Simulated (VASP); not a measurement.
Write the native input for VASP 6.6.1 that does the following.

```yaml
Task: relaxation of cell and atoms
Functional: PBE
Potentials_or_basis: VASP PAW PBE potentials, release 64 (B)
Cutoff: 600 eV
k_mesh: 6 × 6 × 4
Occupations: gaussian, width 0.1 eV
Spin: no spin polarisation
Dipole_correction: no
Further_INCAR_settings: ALGO = Normal; EDIFF = 1e-06; IBRION = 2; EDIFFG = -0.04; NSW = 90; ISIF = 3
```

The structure of B lies in POSCAR:

```
B
1.0
    1.6593739600     -2.8536704200      0.0000000000
    1.6593739600      2.8536704200      0.0000000000
    0.0000000000      0.0000000000      4.6687727700
B
6
Direct
    0.5000000000      0.5000000000      0.2500000000
    0.5000000000      0.5000000000      0.7500000000
    0.3032527700      0.0916540700      0.0000000000
    0.6967472300      0.9083459300      0.0000000000
    0.0916540700      0.3032527700      0.5000000000
    0.9083459300      0.6967472300      0.5000000000
```

The cell was generated, and may not be a known phase.

These files were run (other wordings do the same):

INCAR

```
SYSTEM = B
PREC = Accurate
ENCUT = 600
EDIFF = 1E-6
ISMEAR = 0
SIGMA = 0.1
LREAL = .False.
LASPH = .True.
NELM = 100
ALGO = Normal
ISIF = 3
LWAVE = .False.
LCHARG = .False.
GGA = PE
IBRION = 2
NSW = 90
EDIFFG = -0.04
```

KPOINTS

```
regular mesh
0
Gamma
  6 6 4
  0 0 0
```

Potentials or basis: VASP PAW PBE potentials, release 64 (B).

The run is started by

```bash
$ cat potpaw_PBE.64/B/POTCAR > POTCAR
$ mpirun -np 1 vasp_std > vasp.out
```

Results of the run:

- Relaxed volume: 7.94 Å³/atom
- Relaxed cell: a = 3.017 Å, b = 3.017 Å, c = 5.902 Å, α = 90.00°, β = 90.00°, γ = 117.55°
- Space group after relaxing (to 0.1 Å): Cccm (No. 66)
- Pressure after relaxing: -0.2 GPa
- Largest force after relaxing: 0.039 eV/Å
- Band gap on the k mesh: zero (bands 9 and 10 overlap by 3.17 eV)

Caveat: the k points lie up to 0.39 Å⁻¹ apart in the final cell, too coarse for converged energies and pressures of a metal; a cell axis changed by over 15 % at a fixed basis, so the end point is rough.

Wall time 13 min on 1 thread of Intel Xeon 8259CL (shared host), peak memory 0.18 GiB.
